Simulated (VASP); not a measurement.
# BaTiO3 (Barioperovskite) (Amm2) in VASP: notebook

Aim: see how the results for BaTiO3 (Barioperovskite) move with the level of theory and the settings. Levels: PBEsol, PBEsol+D3(BJ). Tasks: relaxation of cell and atoms, single point.

All numbers are computed with VASP 6.6.1; they aren't measurements. Logs are shortened: lines on timing, memory, paths and dates and some standing lists are left out, and cuts for length are marked.

## 1. The cell of the first run

The structure is orthorhombic, space group Amm2 (No. 38). Conventional cell: a = 3.986 Å, b = 5.674 Å, c = 5.690 Å, α = 90.00°, β = 90.00°, γ = 90.00°. Within 3.7 Å of Ba (site symmetry mm2) lie 12 O at 2.77 to 2.92 Å and 8 Ti at 3.42 to 3.53 Å. Within 2.6 Å of Ti (site symmetry mm2) lie 6 O at 1.93 to 2.09 Å. O (site symmetry m) has 2 Ti at 1.93 to 2.09 Å within 2.6 Å. O (site symmetry mm2) has 2 Ti at 2.00 Å within 2.6 Å.

## 2. Relaxation of cell and atoms, PBEsol, target pressure 2 GPa, at which the enthalpy is minimised

File INCAR:

```
PREC     = Accurate       # precision mode
ENCUT    = 600            # plane-wave cutoff, eV
EDIFF    = 1E-6           # SCF threshold, eV
ISMEAR   = -1             # smearing method
SIGMA    = 0.05           # smearing width, eV
LREAL    = F              # projectors in reciprocal space
LASPH    = T              # aspherical terms in the spheres
NELM     = 60             # most SCF steps
ALGO     = Normal         # electronic algorithm
ISIF     = 3              # what is computed and relaxed
LWAVE    = F              # write WAVECAR
LCHARG   = F              # write CHGCAR
GGA      = PS             # functional
IBRION   = 2              # ionic algorithm
NSW      = 60             # ionic steps
EDIFFG   = -0.01          # ionic threshold
PSTRESS  = 20.0
```

File KPOINTS:

```
regular mesh
0
Gamma
  7 7 7
```

File POSCAR:

```
BaTiO3
1.0
    3.9855000000      0.0000000000      0.0000000000
    0.0000000000      2.8369000000      2.8451500000
    0.0000000000     -2.8369000000      2.8451500000
Ba Ti O
1 1 3
Direct
    0.0000000000      0.0000000000      0.0000000000
    0.5000000000      0.5124000000      0.5124000000
    0.5000000000      0.9918400000      0.5052400000
    0.5000000000      0.5052400000      0.9918400000
    0.0000000000      0.4874000000      0.4874000000
```

Potentials or basis: VASP PAW PBE potentials, release 64 (Ba_sv, Ti_sv, O).

On the command line:

```sh
cat potpaw_PBE.64/Ba_sv/POTCAR potpaw_PBE.64/Ti_sv/POTCAR potpaw_PBE.64/O/POTCAR > POTCAR
mpirun -np 1 vasp_std > vasp.out
```

OUTCAR:

```text
PREC = Accurate
   ENCUT = 600
   EDIFF = 1E-6
   ISMEAR = -1
   LREAL = F
   LASPH = T
   NELM = 60
   ISIF = 3
   GGA = PS
   IBRION = 2
   NSW = 60
   EDIFFG = -0.01
   PSTRESS = 20.0

 ion  position               nearest neighbor table
   1  0.000  0.000  0.000-   5 2.77   4 2.81   3 2.81   3 2.81   4 2.81   5 2.84   5 2.84   4 2.84
                             3 2.84   3 2.84   4 2.84   5 2.92   2 3.42   2 3.42   2 3.47   2 3.47
   2  0.500  0.512  0.512-   3 1.93   4 1.93   5 2.00   5 2.00   3 2.09   4 2.09   1 3.42   1 3.42
                             1 3.47   1 3.47   1 3.47   1 3.47   1 3.53   1 3.53
   3  0.500  0.992  0.505-   2 1.93   2 2.09   1 2.81   1 2.81   1 2.84   1 2.84
   4  0.500  0.505  0.992-   2 1.93   2 2.09   1 2.81   1 2.81   1 2.84   1 2.84
   5  0.000  0.487  0.487-   2 2.00   2 2.00   1 2.77   1 2.84   1 2.84   1 2.92

  LATTYP: Found a base centered orthorhombic cell.
 ALAT       =     5.6738000000
 B/A-ratio  =     1.0029081039
 C/A-ratio  =     0.7024392823

  Lattice vectors:

 A1 = (   0.0000000000,   2.8369000000,  -2.8451500000)
 A2 = (   0.0000000000,   2.8369000000,   2.8451500000)
 A3 = (   3.9855000000,   0.0000000000,   0.0000000000)

Analysis of symmetry for initial positions (statically):
=====================================================================
 Subroutine PRICEL returns:
 Original cell was already a primitive cell.

 Routine SETGRP: Setting up the symmetry group for a
 base centered orthorhombic supercell.

 Subroutine GETGRP returns: Found  4 space group operations
 (whereof  4 operations were pure point group operations)
 out of a pool of  8 trial point group operations.

The static configuration has the point symmetry C_2v.

Analysis of symmetry for dynamics (positions and initial velocities):
=====================================================================
 Subroutine PRICEL returns:
 Original cell was already a primitive cell.

 Routine SETGRP: Setting up the symmetry group for a
 base centered orthorhombic supercell.

 Subroutine GETGRP returns: Found  4 space group operations
 (whereof  4 operations were pure point group operations)
 out of a pool of  8 trial point group operations.

The dynamic configuration has the point symmetry C_2v.

 Subroutine INISYM returns: Found  4 space group operations
 (whereof  4 operations are pure point group operations),
 and found     1 'primitive' translations

----------------------------------------------------------------------------------------

                                     Primitive cell

  volume of cell :      64.3372

  direct lattice vectors                    reciprocal lattice vectors
     3.985500000  0.000000000  0.000000000     0.250909547  0.000000000  0.000000000
     0.000000000  2.836900000  2.845150000     0.000000000  0.176248722  0.175737659
     0.000000000 -2.836900000  2.845150000     0.000000000 -0.176248722  0.175737659

  length of vectors
     3.985500000  4.017820321  4.017820321     0.250909547  0.248892219  0.248892219

  position of ions in fractional coordinates (direct lattice)
     0.000000000  0.000000000  0.000000000
     0.500000000  0.512400000  0.512400000
     0.500000000  0.991840000  0.505240000
     0.500000000  0.505240000  0.991840000
     0.000000000  0.487400000  0.487400000

  ion indices of the primitive-cell ions
   primitive index   ion index
                 1           1
                 2           2
                 3           3
                 4           4
                 5           5

----------------------------------------------------------------------------------------

 KPOINTS: regular mesh

Automatic generation of k-mesh.
 Grid dimensions read from file:
 generate k-points for:    7    7    7

 Generating k-lattice:

  Cartesian coordinates                     Fractional coordinates (reciprocal lattice)
     0.035844221  0.000000000  0.000000000     0.142857143  0.000000000  0.000000000
     0.000000000  0.025178389  0.025105380     0.000000000  0.142857143  0.000000000
     0.000000000 -0.025178389  0.025105380     0.000000000  0.000000000  0.142857143

  Length of vectors
     0.035844221  0.035556031  0.035556031

  Shift w.r.t. Gamma in fractional coordinates (k-lattice)
     0.000000000  0.000000000  0.000000000

 Subroutine IBZKPT returns following result:
 ===========================================

 Found     64 irreducible k-points:

 Following reciprocal coordinates:
            Coordinates               Weight
  0.000000  0.000000  0.000000      1.000000
  0.142857  0.000000  0.000000      2.000000
  0.285714  0.000000  0.000000      2.000000
  0.428571  0.000000  0.000000      2.000000
  0.000000  0.142857 -0.000000      4.000000
  0.142857  0.142857 -0.000000      8.000000
[... 16 lines left out ...]
  0.285714  0.285714  0.142857      8.000000
  0.428571  0.285714  0.142857      8.000000
 [... further k-points ...]
[... 31 lines left out ...]
   EMIN   =  10.00;   EMAX   =-10.00  energy-range for DOS
   EFERMI =   0.00;   METHOD = LEGACY
   ISMEAR =    -1;   SIGMA  =   0.05  broadening in eV -4-tet -1-fermi 0-gaus
   EFERMI_NEDOS =   21; number of points for ismear=-14 and -15
   IALGO  =     38    algorithm
   IMIX   =      4    mixing-type and parameters
     AMIX     =   0.40;   BMIX     =  1.00
     AMIX_MAG =   1.60;   BMIX_MAG =  1.00
  volume/ion in A,a.u.               =      12.87        86.83
  Fermi-wavevector in a.u.,A,eV,Ry     =   1.397250  2.640420 26.562762  1.952308
  Thomas-Fermi vector in A             =   2.520525
   LORBIT       =      0    0 simple, 1 ext, 2 COOP (PROOUT), +10 PAW based schemes
   GGA     = PS    functional components
   LHFCALC =     F    Hartree Fock is set to
   AEXX    =    0.0000 exact exchange contribution
   IVDW    =     0    specifies the selected vdW correction
   LEPSILON=     F    determine dielectric tensor
   LRPA    =     F    only Hartree local field effects (RPA)
 conjugate gradient relaxation of ions
 non-spin polarized calculation
  energy-cutoff  :      600.00
  volume of cell :       64.34
 maximum number of plane-waves:      2177
 NGX is ok and might be reduce to    32
   NGX = 15   NGY = 17   NGZ = 17

--------------------------------------- Ionic step        1  -------------------------------------------

 number of electron      39.9999992 magnetization

 Free energy of the ion-electron system (eV)
  ---------------------------------------------------
  ext. energy  EPLUGINS =         0.00000000
  ---------------------------------------------------
  free energy    TOTEN  =       -41.98269976 eV

  energy without entropy =      -41.98269976  energy(sigma->0) =      -41.98269976

------------------------ aborting loop because EDIFF is reached ----------------------------------------

  FORCE on cell =-STRESS in cart. coord.  units (eV):
  Direction    XX          YY          ZZ          XY          YZ          ZX
  --------------------------------------------------------------------------------------
  -------------------------------------------------------------------------------------
  Total       -0.8724799     -0.8153122     -1.0674535      0.0000000      0.0000000      0.0000000
  in kB      -21.7272130    -20.3035743    -26.5826063      0.0000000      0.0000000      0.0000000
  external PRESSURE =     -42.8711312 kB  Pullay stress =      20.0000000 kB
[... 102 lines left out ...]
  FREE ENERGIE OF THE ION-ELECTRON SYSTEM (eV)
  ---------------------------------------------------
  free  energy   TOTEN  =       -41.9880463809 eV

  energy  without entropy=      -41.9880463806  energy(sigma->0) =      -41.98804638

  enthalpy is  TOTEN    =       -41.2050426702 eV   P V=        0.7830037107

[... ionic steps 4 to 18 ...]

--------------------------------------- Ionic step       19  -------------------------------------------

 number of electron      39.9999990 magnetization

------------------------ aborting loop because EDIFF is reached ----------------------------------------

  FORCE on cell =-STRESS in cart. coord.  units (eV):
  Direction    XX          YY          ZZ          XY          YZ          ZX
  --------------------------------------------------------------------------------------
  -------------------------------------------------------------------------------------
  Total        0.7955671      0.7839976      0.7714831      0.0000000      0.0000000      0.0000000
  in kB       20.1809662     19.8874868     19.5700331      0.0000000      0.0000000      0.0000000
  external PRESSURE =      -0.1205046 kB  Pullay stress =      20.0000000 kB
[... 67 lines left out ...]
  enthalpy is  TOTEN    =       -41.2188368031 eV   P V=        0.7884434921

--------------------------------------- Ionic step       21  -------------------------------------------

 number of electron      39.9999990 magnetization

 Free energy of the ion-electron system (eV)
  ---------------------------------------------------
  ext. energy  EPLUGINS =         0.00000000
  ---------------------------------------------------
  free energy    TOTEN  =       -42.00716779 eV

  energy without entropy =      -42.00716779  energy(sigma->0) =      -42.00716779

 E-fermi :   4.8403     XC(G=0): -11.5874

 val. band max:        3.7230742318   @ k =   0.4286   0.4286   0.4286
 cond. band min:       5.8267756190   @ k =   0.0000   0.0000   0.0000
 fundamental gap:      2.1037013872
 Fermi energy:         4.8403068710

 k-point     1 :       0.0000    0.0000    0.0000
  band No.  band energies     occupation
      1     -52.3219      2.00000
      2     -28.6968      2.00000
      3     -28.6929      2.00000
      4     -28.6588      2.00000
      5     -20.9430      2.00000
      6     -13.0385      2.00000
[... 637 lines left out ...]
     23       7.6998      0.00000
     24       9.3241      0.00000

 [... further k-points ...]

------------------------ aborting loop because EDIFF is reached ----------------------------------------

  FORCE on cell =-STRESS in cart. coord.  units (eV):
  Direction    XX          YY          ZZ          XY          YZ          ZX
  --------------------------------------------------------------------------------------
  -------------------------------------------------------------------------------------
  Total        0.7957157      0.7901560      0.7856544      0.0000000      0.0000000      0.0000000
  in kB       20.1875737     20.0465227     19.9323158      0.0000000      0.0000000      0.0000000
  external PRESSURE =       0.0554708 kB  Pullay stress =      20.0000000 kB
[... 20 lines left out ...]
  FREE ENERGIE OF THE ION-ELECTRON SYSTEM (eV)
  ---------------------------------------------------
  free  energy   TOTEN  =       -42.0071677942 eV

  energy  without entropy=      -42.0071677941  energy(sigma->0) =      -42.00716779

  enthalpy is  TOTEN    =       -41.2188455546 eV   P V=        0.7883222395

 reached required accuracy - stopping structural energy minimisation
```

It took 9.9 min on 1 thread of Intel Xeon 6975P-C, shared host; peak memory 0.29 GiB.

What came out:

```yaml
Free_energy: -42.0072 eV
Relaxed_volume: 12.63 Å³/atom
Relaxed_cell: a = 3.953 Å, b = 3.997 Å, c = 3.997 Å, α = 89.85°, β = 90.00°, γ = 90.00°
Space_group_after_relaxing_to_0.05_Å: Amm2 (No. 38)
Energy_change_on_relaxing_the_enthalpy_is_what_falls: -4.9 meV/atom
Ionic_steps: 21
Pressure_after_relaxing: 2.0 GPa
Largest_force_after_relaxing: 0.005 eV/Å
Band_gap_on_the_k_mesh: 2.10 eV, indirect (least direct gap 2.33 eV)
```

Forces in eV/Å, atoms in the order of the input:
```
Ba   0.000  0.000 -0.005
Ti   0.000  0.000  0.005
O    0.000  0.004  0.001
O    0.000 -0.004  0.001
O    0.000  0.000 -0.003
```

The path:
| step | energy change (eV) | largest force (eV/Å) | pressure (GPa) | volume (Å³) |
| --- | --- | --- | --- | --- |
| 1 | 0.0000 | 0.2792 | -2.29 | 64.34 |
| 2 | 0.0391 | 0.2520 | 7.48 | 61.18 |
| 3 | -0.0053 | 0.2030 | 2.37 | 62.73 |
| 4 | -0.0116 | 0.1552 | 2.30 | 62.78 |
| 5 | -0.0204 | 0.0820 | 2.15 | 62.95 |
| 6 | -0.0236 | 0.0570 | 1.82 | 63.12 |
| 7 | -0.0235 | 0.0583 | 1.83 | 63.11 |
| 8 | -0.0221 | 0.0242 | 2.34 | 62.98 |
| 9 | -0.0226 | 0.0240 | 2.21 | 63.03 |
| 10 | -0.0239 | 0.0188 | 2.07 | 63.11 |
| 11 | -0.0242 | 0.0250 | 2.03 | 63.14 |
| 12 | -0.0241 | 0.0231 | 2.02 | 63.13 |
| 13 | -0.0240 | 0.0211 | 2.02 | 63.12 |
| 14 | -0.0244 | 0.0124 | 1.99 | 63.15 |
| 15 | -0.0249 | 0.0154 | 1.91 | 63.19 |
| 16 | -0.0246 | 0.0113 | 1.95 | 63.16 |
| 17 | -0.0245 | 0.0104 | 2.00 | 63.16 |
| 18 | -0.0246 | 0.0111 | 1.98 | 63.16 |
| 19 | -0.0246 | 0.0115 | 1.99 | 63.16 |
| 20 | -0.0246 | 0.0115 | 1.98 | 63.16 |
| 21 | -0.0245 | 0.0050 | 2.01 | 63.15 |

Final structure:
```xyz
5
Lattice="3.9527 0.0000 0.0000 0.0000 2.8227 2.8301 0.0000 -2.8227 2.8301" Properties=species:S:1:pos:R:3 pbc="T T T"
Ba    0.0000    0.0000    0.0305
Ti    1.9764    0.0000    2.9298
O     1.9764    1.3894    4.1916
O     1.9764   -1.3894    4.1916
O     0.0000    0.0000    2.7893
```

Levels at points of the mesh, in eV from the valence-band top:
```csv
k point,band 17,band 18,band 19,band 20,band 21,band 22,band 23,band 24
"(0.00, 0.00, 0.00)",-1.08,-0.31,-0.31,-0.22,2.10,2.25,2.32,4.44
```

Caveat: the cell is relaxed towards a set pressure, so the enthalpy falls and the energy may rise; the PAW data sets were made with another functional, which shifts forces and pressure a little; spin-orbit coupling is left out, which moves the levels of the heavy elements. Expect the measured gap to be larger: semilocal functionals such as PBEsol lack the derivative discontinuity.

## 3. Relaxation of cell and atoms, PBEsol, target pressure 5 GPa, at which the enthalpy is minimised

File INCAR:

```
PREC = Accurate
ENCUT = 600
EDIFF = 1E-6
ISMEAR = -1
SIGMA = 0.05
LREAL = F
LASPH = T
NELM = 80
ALGO = Normal
ISIF = 3
LWAVE = F
LCHARG = F
GGA = PS
IBRION = 2
NSW = 60
EDIFFG = -0.01
PSTRESS = 50.0
```

KPOINTS is that of step 2.

POSCAR is that of step 2.

Potentials or basis: VASP PAW PBE potentials, release 64 (Ba_sv, Ti_sv, O).

On the command line:

```sh
cat potpaw_PBE.64/Ba_sv/POTCAR potpaw_PBE.64/Ti_sv/POTCAR potpaw_PBE.64/O/POTCAR > POTCAR
mpirun -np 1 vasp_std > vasp.out
```

It took 6.4 min on 1 thread of Intel Xeon 6975P-C, shared host; peak memory 0.29 GiB.

Results (log left out):

```
Free energy                                            : -41.9791 eV
Relaxed volume                                         : 12.37 Å³/atom
Relaxed cell                                           : a = 3.940 Å, b = 3.962 Å, c = 3.962 Å, α = 89.93°, β = 90.00°, γ = 90.00°
Space group after relaxing (to 0.05 Å)                 : Amm2 (No. 38)
Energy change on relaxing (the enthalpy is what falls) : +0.7 meV/atom
Ionic steps                                            : 11
Pressure after relaxing                                : 5.0 GPa
Largest force after relaxing                           : 0.004 eV/Å
Band gap on the k mesh                                 : 2.01 eV, indirect (least direct gap 2.14 eV)
```

Forces in eV/Å, atoms in the order of the input:
```
Ba   0.000  0.000 -0.002
Ti   0.000  0.000  0.002
O    0.000  0.004  0.000
O    0.000 -0.004  0.000
O    0.000  0.000  0.000
```

The path:
```tsv
step	energy change (eV)	largest force (eV/Å)	pressure (GPa)	volume (Å³)
1	0.0000	0.2792	-2.29	64.34
2	0.1915	0.4376	15.55	59.04
3	0.0155	0.2095	5.10	61.84
4	0.0171	0.2105	5.25	61.79
5	0.0123	0.1458	5.22	61.78
6	0.0085	0.0887	5.20	61.75
7	0.0018	0.0346	4.76	61.92
8	0.0017	0.0345	4.73	61.93
9	0.0077	0.0258	5.43	61.73
10	0.0046	0.0214	5.10	61.83
11	0.0036	0.0040	5.03	61.86
```

Final structure:
```
CELL_PARAMETERS angstrom
3.94015 0.00000 0.00000
0.00000 2.79992 2.80341
0.00000 -2.79992 2.80341
ATOMIC_POSITIONS crystal
Ba 0.00000 0.00353 0.00353
Ti 0.50000 0.51309 0.51309
O 0.50000 0.99053 0.49530
O 0.50000 0.49530 0.99053
O 0.00000 0.49443 0.49443
```

Levels at points of the mesh, in eV from the valence-band top:
```tsv
k point	band 16	band 17	band 18	band 19	band 20	band 21	band 22	band 23	band 24
(0.00, 0.00, 0.00)	-1.19	-1.10	-0.19	-0.18	-0.13	2.01	2.10	2.16	4.46
```

Caveat: the cell is relaxed towards a set pressure, so the enthalpy falls and the energy may rise; the PAW data sets were made with another functional, which shifts forces and pressure a little; spin-orbit coupling is left out, which moves the levels of the heavy elements. PBEsol gaps usually lie below the measured ones, often by a third to a half.

## 4. Single point, PBEsol+D3(BJ)

File INCAR:

```
ALGO = Normal
EDIFF = 1E-6
ENCUT = 520
GGA = PS
ISIF = 2
ISMEAR = -1
IVDW = 12
LASPH = T
LCHARG = F
LREAL = F
LWAVE = F
NBANDS = 28
NELM = 80
PREC = Accurate
SIGMA = 0.05
```

File KPOINTS:

```
k-points
0
Gamma
  7 7 7
```

POSCAR is that of step 3.

On the command line:

```sh
cat potpaw_PBE.64/Ba_sv/POTCAR potpaw_PBE.64/Ti_sv/POTCAR potpaw_PBE.64/O/POTCAR > POTCAR
mpirun -np 1 vasp_std > vasp.out
```

It took 3 min on 1 thread of AMD EPYC 7R13, shared host; peak memory 0.23 GiB.

It converged, with:

```
Free energy                : -43.2933 eV
Pressure                   : -5.6 GPa
Largest force              : 0.276 eV/Å
Band gap on the k mesh     : 1.88 eV, indirect (least direct gap 2.01 eV)
Dispersion energy per atom : -0.263 eV
```

Forces in eV/Å, atoms in the order of the input:
```
Ba   0.000  0.000  0.154
Ti   0.000  0.000  0.178
O    0.000 -0.009 -0.276
O    0.000  0.009 -0.276
O    0.000  0.000  0.221
```

Stress tensor (GPa, compression positive):
```
-5.44  0.00  0.00
 0.00 -5.30  0.00
 0.00  0.00 -5.92
```

Levels at points of the mesh, in eV from the valence-band top:
| k point | band 16 | band 17 | band 18 | band 19 | band 20 | band 21 | band 22 | band 23 | band 24 | band 25 |
| --- | --- | --- | --- | --- | --- | --- | --- | --- | --- | --- |
| (0.00, 0.00, 0.00) | -1.09 | -1.04 | -0.29 | -0.18 | -0.13 | 1.88 | 1.94 | 2.10 | 4.12 | 4.16 |

Caveat: three body term missing; the PAW data sets were made with another functional, which shifts forces and pressure a little; spin-orbit coupling is left out, which moves the levels of the heavy elements.

## 5. The runs side by side

```tsv
task	level	cell	cutoff (eV)	gap on the mesh (eV)	pressure (GPa)
relaxation of cell and atoms	PBEsol	relaxed to 2 GPa	600	2.10	2.0
relaxation of cell and atoms	PBEsol	relaxed to 5 GPa	600	2.01	5.0
single point	PBEsol+D3(BJ)	as given	520	1.88	-5.6
```

Alike in all rows: potentials or basis VASP PAW PBE potentials, release 64 (Ba_sv, Ti_sv, O); no spin polarisation; k mesh 7 × 7 × 7; smearing fermi-dirac 0.05 eV.

Caveats: the PAW data sets were made with another functional, which shifts forces and pressure a little; spin-orbit coupling is left out, which moves the levels of the heavy elements; the cell is relaxed towards a set pressure, so the enthalpy falls and the energy may rise (some runs); three body term missing (some runs).

Absolute energies hang on the potentials; compare differences alone.
